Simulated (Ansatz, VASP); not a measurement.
## Two plane-wave programs on TePb

```xyz
2
Lattice="0.1008 3.2270 3.2270 3.3278 0.0000 3.3278 3.2270 3.2270 0.1008" Properties=species:S:1:pos:R:3 pbc="T T T"
Te    3.3278    3.2270    3.3278
Pb    0.0000    0.0000    0.0000
```

Change from the starting cell: strain +0.0625 x Voigt [0, 0, 0, 0, 1, 0], atoms carried along.

Alike in both runs: task single point; functional PBE; k mesh 8 × 8 × 8; occupations gaussian, width 0.05 eV; no spin polarisation.

```csv
,VASP,Ansatz
version,VASP 6.6.1,Ansatz 0.2.0
potentials or method,"VASP PAW PBE potentials, release 64 (Te, Pb_d), cutoff 520 eV","scalar-relativistic, plane waves, PAW"
valence electrons in the cell,20,30
```

```csv
,VASP,Ansatz,Ansatz less VASP
gap on the k mesh at the Fermi level (eV),0.38,0.37,-0.004
least direct gap on the mesh (eV),0.65,0.65,-0.004
pressure (GPa),2.3,2.3,+0.06
"traceless stress, the component that is largest in VASP (GPa)",-0.88,-0.88,+0.001
```

VASP's potentials hold 20 valence electrons a cell and Ansatz's 30, so a difference there can come from the potentials and not from the codes.

Spin-orbit coupling is off throughout.
